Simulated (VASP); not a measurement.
# BN (Qingsongite) (F-43m) in VASP: a series of runs

Runs on BN (Qingsongite). Level: PBE. Tasks: single point.

Everything below comes from runs of VASP 6.6.1. Logs are shortened: lines on timing, memory, paths and dates and some standing lists are left out, and cuts for length are marked.

## (1) The cell of the first run

The structure is cubic, space group F-43m (No. 216). Conventional cell: a = 3.490 Å, b = 3.490 Å, c = 3.490 Å, α = 90.00°, β = 90.00°, γ = 90.00°. B (site symmetry -43m) has 4 N at 1.51 Å within 2.0 Å. Within 2.0 Å of N (site symmetry -43m) lie 4 B at 1.51 Å.

## (2) Single point, PBE

The input, INCAR:

```
SYSTEM = BN
PREC     = Accurate       ! precision mode
ENCUT    = 520            ! plane-wave cutoff, eV
EDIFF    = 1E-6           ! SCF threshold, eV
ISMEAR   = 0              ! smearing method
SIGMA    = 0.01           ! smearing width, eV
LREAL    = .False.        ! projectors in reciprocal space
LASPH    = .True.         ! aspherical terms in the spheres
NELM     = 60             ! most SCF steps
ALGO     = Normal         ! electronic algorithm
ISIF     = 2              ! what is computed and relaxed
LWAVE    = .False.        ! write WAVECAR
LCHARG   = .False.        ! write CHGCAR
GGA      = PE             ! functional
NBANDS   = 11             ! bands
```

The input, KPOINTS:

```
Automatic mesh
0
Gamma
  9 9 9
  0 0 0
```

The input, POSCAR:

```
BN
1.0
    0.0000000000      1.7451220627      1.7451220627
    1.7451220627      0.0000000000      1.7451220627
    1.7451220627      1.7451220627      0.0000000000
B N
1 1
Direct
    0.0000000000      0.0000000000      0.0000000000
    0.2500000000      0.2500000000      0.2500000000
```

Potentials or basis: VASP PAW PBE potentials, release 64 (B, N).

Started as:

```bash
> cat potpaw_PBE.64/B/POTCAR potpaw_PBE.64/N/POTCAR > POTCAR
> mpirun -np 1 vasp_std > vasp.out
```

OUTCAR:

```text
SYSTEM = BN
   PREC = Accurate
   ENCUT = 520
   EDIFF = 1E-6
   ISMEAR = 0
   LREAL = .False.
   LASPH = .True.
   NELM = 60
   ISIF = 2
   GGA = PE

 ion  position               nearest neighbor table
   1  0.000  0.000  0.000-   2 1.51   2 1.51   2 1.51   2 1.51
   2  0.250  0.250  0.250-   1 1.51   1 1.51   1 1.51   1 1.51

  LATTYP: Found a face centered cubic cell.
 ALAT       =     3.4902441254

  Lattice vectors:

 A1 = (   0.0000000000,   1.7451220627,   1.7451220627)
 A2 = (   1.7451220627,   0.0000000000,   1.7451220627)
 A3 = (   1.7451220627,   1.7451220627,   0.0000000000)

Analysis of symmetry for initial positions (statically):
=====================================================================
 Subroutine PRICEL returns:
 Original cell was already a primitive cell.

 Routine SETGRP: Setting up the symmetry group for a
 face centered cubic supercell.

 Subroutine GETGRP returns: Found 24 space group operations
 (whereof 24 operations were pure point group operations)
 out of a pool of 48 trial point group operations.

The static configuration has the point symmetry T_d .

Analysis of symmetry for dynamics (positions and initial velocities):
=====================================================================
 Subroutine PRICEL returns:
 Original cell was already a primitive cell.

 Routine SETGRP: Setting up the symmetry group for a
 face centered cubic supercell.

 Subroutine GETGRP returns: Found 24 space group operations
 (whereof 24 operations were pure point group operations)
 out of a pool of 48 trial point group operations.

The dynamic configuration has the point symmetry T_d .

 Subroutine INISYM returns: Found 24 space group operations
 (whereof 24 operations are pure point group operations),
 and found     1 'primitive' translations

----------------------------------------------------------------------------------------

                                     Primitive cell

  volume of cell :      10.6294

  direct lattice vectors                    reciprocal lattice vectors
     0.000000000  1.745122063  1.745122063    -0.286512910  0.286512910  0.286512910
     1.745122063  0.000000000  1.745122063     0.286512910 -0.286512910  0.286512910
     1.745122063  1.745122063  0.000000000     0.286512910  0.286512910 -0.286512910

  length of vectors
     2.467975289  2.467975289  2.467975289     0.496254917  0.496254917  0.496254917

  position of ions in fractional coordinates (direct lattice)
     0.000000000  0.000000000  0.000000000
     0.250000000  0.250000000  0.250000000

  ion indices of the primitive-cell ions
   primitive index   ion index
                 1           1
                 2           2

----------------------------------------------------------------------------------------

 KPOINTS: Automatic mesh

Automatic generation of k-mesh.
 Grid dimensions read from file:
 generate k-points for:    9    9    9

 Generating k-lattice:

  Cartesian coordinates                     Fractional coordinates (reciprocal lattice)
    -0.031834768  0.031834768  0.031834768     0.111111111  0.000000000  0.000000000
     0.031834768 -0.031834768  0.031834768     0.000000000  0.111111111  0.000000000
     0.031834768  0.031834768 -0.031834768     0.000000000  0.000000000  0.111111111

  Length of vectors
     0.055139435  0.055139435  0.055139435

  Shift w.r.t. Gamma in fractional coordinates (k-lattice)
     0.000000000  0.000000000  0.000000000

 Subroutine IBZKPT returns following result:
 ===========================================

 Found     35 irreducible k-points:

 Following reciprocal coordinates:
            Coordinates               Weight
  0.000000  0.000000  0.000000      1.000000
  0.111111  0.000000  0.000000      8.000000
  0.222222  0.000000  0.000000      8.000000
  0.333333  0.000000  0.000000      8.000000
  0.444444  0.000000  0.000000      8.000000
  0.111111  0.111111  0.000000      6.000000
[... 16 lines left out ...]
 -0.333333  0.333333  0.000000     12.000000
  0.444444  0.444444  0.000000      6.000000
 [... further k-points ...]
   k-points           NKPTS =     35   k-points in BZ     NKDIM =     35   number of bands    NBANDS=     11
   number of dos      NEDOS =    301   number of ions     NIONS =      2
   total plane-waves  NPLWV =   5832
   dimension x,y,z NGX =    18 NGY =   18 NGZ =   18
   dimension x,y,z NGXF=    36 NGYF=   36 NGZF=   36
   ions per type =               1   1
   NGX,Y,Z   is equivalent  to a cutoff of  12.13, 12.13, 12.13 a.u.
   NGXF,Y,Z  is equivalent  to a cutoff of  24.25, 24.25, 24.25 a.u.
 SYSTEM =  BN
   PREC   = accura    normal or accurate (medium, high low for compatibility)
   ISTART =      0    job   : 0-new  1-cont  2-samecut
   ICHARG =      2    charge: 1-file 2-atom 10-const
   ISPIN  =      1    spin polarized calculation?
   LNONCOLLINEAR =      F non collinear calculations
   LSORBIT =      F    spin-orbit coupling
   LASPH  =      T    aspherical Exc in radial PAW
   ENCUT  =  520.0 eV  38.22 Ry    6.18 a.u.   4.59  4.59  4.59*2*pi/ulx,y,z
   NELM   =     60;   NELMIN=  2; NELMDL= -5     # of ELM steps
   EDIFF  = 0.1E-05   stopping-criterion for ELM
   LREAL  =      F    real-space projection
   EDIFFG = 0.1E-04   stopping-criterion for IOM
   NSW    =      0    number of steps for IOM
   IBRION =     -1    ionic relax: 0-MD 1-quasi-New 2-CG
   NFREE  =      0    steps in history (QN), initial steepest desc. (CG)
   ISIF   =      2    stress and relaxation
   ISYM   =      2    0-nonsym 1-usesym 2-fastsym
   POTIM  = 0.5000    time-step for ionic-motion
   TEBEG  =    0.0;   TEEND  =   0.0 temperature during run
   PSTRESS=    0.0 pullay stress
   NELECT =       8.0000    total number of electrons
   NUPDOWN=      -1.0000    fix difference up-down
   EMIN   =  10.00;   EMAX   =-10.00  energy-range for DOS
   EFERMI =   0.00;   METHOD = LEGACY
   ISMEAR =     0;   SIGMA  =   0.01  broadening in eV -4-tet -1-fermi 0-gaus
   EFERMI_NEDOS =   21; number of points for ismear=-14 and -15
   IALGO  =     38    algorithm
   IMIX   =      4    mixing-type and parameters
     AMIX     =   0.40;   BMIX     =  1.00
     AMIX_MAG =   1.60;   BMIX_MAG =  1.00
  volume/ion in A,a.u.               =       5.31        35.87
  Fermi-wavevector in a.u.,A,eV,Ry     =   1.489141  2.814068 30.171457  2.217540
  Thomas-Fermi vector in A             =   2.602087
   LORBIT       =      0    0 simple, 1 ext, 2 COOP (PROOUT), +10 PAW based schemes
   GGA     = PE    functional components
   LHFCALC =     F    Hartree Fock is set to
   AEXX    =    0.0000 exact exchange contribution
   IVDW    =     0    specifies the selected vdW correction
   LEPSILON=     F    determine dielectric tensor
   LRPA    =     F    only Hartree local field effects (RPA)
 non-spin polarized calculation
 Gauss-broadening in eV      SIGMA  =   0.01
  energy-cutoff  :      520.00
  volume of cell :       10.63
 maximum number of plane-waves:       302
   NGX =  9   NGY =  9   NGZ =  9

 number of electron       7.9999997 magnetization

 Free energy of the ion-electron system (eV)
  ---------------------------------------------------
  ext. energy  EPLUGINS =         0.00000000
  ---------------------------------------------------
  free energy    TOTEN  =       -17.25638712 eV

  energy without entropy =      -17.25638712  energy(sigma->0) =      -17.25638712

 E-fermi :   8.8695     XC(G=0): -13.3500

 val. band max:        8.7575475124   @ k =   0.0000   0.0000   0.0000
 cond. band min:      13.4947029362   @ k =   0.4444   0.4444   0.0000
 fundamental gap:      4.7371554238
 Fermi energy:         8.8694622814

 k-point     1 :       0.0000    0.0000    0.0000
  band No.  band energies     occupation
      1     -12.7222      2.00000
      2       8.7575      2.00000
      3       8.7575      2.00000
      4       8.7575      2.00000
      5      18.0810      0.00000
      6      18.0810      0.00000
      7      18.0810      0.00000
      8      20.8757      0.00000
      9      35.5473      0.00000
     10      37.8458      0.00000
     11      37.8458      0.00000

 k-point     2 :       0.1111    0.0000    0.0000
  band No.  band energies     occupation
      1     -12.3966      2.00000
      2       7.1109      2.00000
      3       8.4117      2.00000
      4       8.4117      2.00000
      5      18.6021      0.00000
      6      18.6021      0.00000
      7      18.6184      0.00000
      8      21.7285      0.00000
      9      34.7383      0.00000
     10      34.7566      0.00000
     11      34.7566      0.00000

 k-point     3 :       0.2222    0.0000    0.0000
  band No.  band energies     occupation
      1     -11.4387      2.00000
      2       3.7433      2.00000
      3       7.6849      2.00000
      4       7.6849      2.00000
      5      19.3529      0.00000
      6      19.5637      0.00000
      7      19.5637      0.00000
      8      23.4120      0.00000
      9      33.3496      0.00000
     10      33.3496      0.00000
     11      33.7075      0.00000

 k-point     4 :       0.3333    0.0000    0.0000
  band No.  band energies     occupation
      1      -9.9402      2.00000
      2       0.2370      2.00000
      3       7.0246      2.00000
      4       7.0246      2.00000
      5      19.9446      0.00000
      6      20.0455      0.00000
      7      20.0455      0.00000
      8      24.5656      0.00000
      9      33.4757      0.00000
     10      34.3398      0.00000
     11      34.3398      0.00000
[... 239 lines left out ...]
 k-point    22 :      -0.4444    0.3333    0.0000
  band No.  band energies     occupation
      1      -6.6240      2.00000
      2      -0.4089      2.00000
      3       1.3394      2.00000
      4       4.1355      2.00000
      5      15.7848      0.00000
      6      21.8924      0.00000
      7      25.9844      0.00000
      8      26.7243      0.00000
      9      29.7773      0.00000
     10      37.5112      0.00000
     11      38.5870      0.00000

 k-point    23 :      -0.3333    0.3333    0.0000
  band No.  band energies     occupation
      1      -6.7148      2.00000
      2      -0.4583      2.00000
      3       0.7219      2.00000
      4       4.8766      2.00000
      5      16.9820      0.00000
      6      24.5068      0.00000
      7      24.5252      0.00000
      8      26.4501      0.00000
      9      28.1577      0.00000
     10      34.9654      0.00000
     11      37.7323      0.00000

 k-point    24 :       0.4444    0.4444    0.0000
  band No.  band energies     occupation
      1      -6.9202      2.00000
      2      -0.3484      2.00000
      3       3.4174      2.00000
      4       3.4174      2.00000
      5      13.4947      0.00000
      6      18.6877      0.00000
      7      27.9892      0.00000
      8      27.9892      0.00000
      9      31.2210      0.00000
     10      38.4089      0.00000
     11      44.7693      0.00000

 [... further k-points ...]

------------------------ aborting loop because EDIFF is reached ----------------------------------------

  FORCE on cell =-STRESS in cart. coord.  units (eV):
  Direction    XX          YY          ZZ          XY          YZ          ZX
  --------------------------------------------------------------------------------------
  -------------------------------------------------------------------------------------
  Total        3.4796320      3.4796320      3.4796320      0.0000000     -0.0000000     -0.0000000
  in kB      524.4891064    524.4891064    524.4891064      0.0000000     -0.0000000     -0.0000000
  external PRESSURE =     524.4891064 kB  Pullay stress =       0.0000000 kB

 VOLUME and BASIS-vectors are now :
 -----------------------------------------------------------------------------
  energy-cutoff  :      520.00
  volume of cell :       10.63
      direct lattice vectors                 reciprocal lattice vectors
     0.000000000  1.745122063  1.745122063    -0.286512910  0.286512910  0.286512910
     1.745122063  0.000000000  1.745122063     0.286512910 -0.286512910  0.286512910
     1.745122063  1.745122063  0.000000000     0.286512910  0.286512910 -0.286512910

 POSITION                                       TOTAL-FORCE (eV/Angst)
 -----------------------------------------------------------------------------------
      0.00000      0.00000      0.00000         0.000000      0.000000     -0.000000
      0.87256      0.87256      0.87256        -0.000000     -0.000000      0.000000
 -----------------------------------------------------------------------------------
    total drift:                                0.000000      0.000000     -0.000000

  FREE ENERGIE OF THE ION-ELECTRON SYSTEM (eV)
  ---------------------------------------------------
  free  energy   TOTEN  =       -17.2563871150 eV

  energy  without entropy=      -17.2563871150  energy(sigma->0) =      -17.25638712
```

It took 7.6 s on 1 thread of Intel Xeon 8259CL, shared host; peak memory 0.11 GiB.

What came out:

| Quantity | Value |
| --- | --- |
| Free energy | -17.2564 eV |
| Pressure | 52.4 GPa |
| Band gap on the k mesh | 4.74 eV, indirect (least direct gap 9.32 eV) |

A k mesh can miss the band edges. As with any semilocal functional, this PBE gap is likely too small.

## (3) Single point, PBE

This run uses another cell than the first one, of 5.46 Å³/atom, 1.028 times its volume.

The input, INCAR:

```
SYSTEM = BN
PREC = Accurate
ENCUT = 520
EDIFF = 1E-7
ISMEAR = 0
SIGMA = 0.01
LREAL = .False.
LASPH = .True.
NELM = 80
ALGO = Normal
ISIF = 2
LWAVE = .False.
LCHARG = .False.
GGA = PE
NBANDS = 11
```

KPOINTS is that of step 2.

The input, POSCAR:

```
BN
1.0
    0.0000000000      1.7611332512      1.7611332512
    1.7611332512      0.0000000000      1.7611332512
    1.7611332512      1.7611332512      0.0000000000
B N
1 1
Direct
    0.0000000000      0.0000000000      0.0000000000
    0.2500000000      0.2500000000      0.2500000000
```

Potentials or basis: VASP PAW PBE potentials, release 64 (B, N).

Started as:

```bash
> cat potpaw_PBE.64/B/POTCAR potpaw_PBE.64/N/POTCAR > POTCAR
> mpirun -np 1 vasp_std > vasp.out
```

It took 8.8 s on 1 thread of Intel Xeon 8259CL, shared host; peak memory 0.12 GiB.

It converged, with:

* Free energy: -17.3399 eV
* Pressure: 37.9 GPa
* Band gap on the k mesh: 4.71 eV, indirect (least direct gap 9.19 eV)

Levels at points of the mesh, in eV from the valence-band top:
```csv
k point,band 1,band 2,band 3,band 4,band 5,band 6,band 7,band 8
"(0.00, 0.00, 0.00)",-21.14,0.00,0.00,0.00,9.19,9.19,9.19,11.65
```

A k mesh can miss the band edges. A hybrid or GW would open this gap; PBE tends to underestimate it.

## (4) Single point, PBE

This run uses another cell than the first one, of 5.61 Å³/atom, 1.056 times its volume.

The input, INCAR:

```
SYSTEM = BN
PREC = Accurate ; ENCUT = 520
EDIFF = 1E-7 ; ISMEAR = 0
SIGMA = 0.01 ; LREAL = .FALSE.
LASPH = .TRUE. ; NELM = 100
ALGO = Normal ; ISIF = 2
LWAVE = .FALSE. ; LCHARG = .FALSE.
GGA = PE ; NBANDS = 11
```

The input, KPOINTS:

```
regular mesh
0
G
  9 9 9
  0 0 0
```

The input, POSCAR:

```
BN
1.0
    0.0000000000      1.7768584873      1.7768584873
    1.7768584873      0.0000000000      1.7768584873
    1.7768584873      1.7768584873      0.0000000000
B N
1 1
Direct
    0.0000000000      0.0000000000      0.0000000000
    0.2500000000      0.2500000000      0.2500000000
```

Started as:

```bash
> cat potpaw_PBE.64/B/POTCAR potpaw_PBE.64/N/POTCAR > POTCAR
> mpirun -np 1 vasp_std > vasp.out
```

It took 8.9 s on 1 thread of Intel Xeon 8259CL, shared host; peak memory 0.12 GiB.

The run converged. Its results:

```yaml
Free_energy: -17.3981 eV
Pressure: 25.0 GPa
Band_gap_on_the_k_mesh: 4.68 eV, indirect (least direct gap 9.06 eV)
```

Levels at points of the mesh, in eV from the valence-band top:
```
           k point  band 2  band 3  band 4  band 5  band 6  band 7
(0.00, 0.00, 0.00)    0.00    0.00    0.00    9.06    9.06    9.06
```

## (5) Overview

| cell | gap on the mesh (eV) | pressure (GPa) |
| --- | --- | --- |
| a = 2.468 Å, angles 60.0°, 2 atoms | 4.74 | 52.4 |
| a = 2.491 Å, angles 60.0°, 2 atoms | 4.71 | 37.9 |
| a = 2.513 Å, angles 60.0°, 2 atoms | 4.68 | 25.0 |

Alike in all rows: task single point; level PBE; potentials or basis VASP PAW PBE potentials, release 64 (B, N); no spin polarisation; k mesh 9 × 9 × 9; cutoff (eV) 520; smearing gaussian 0.01 eV.

Absolute energies hang on the potentials; compare differences alone.
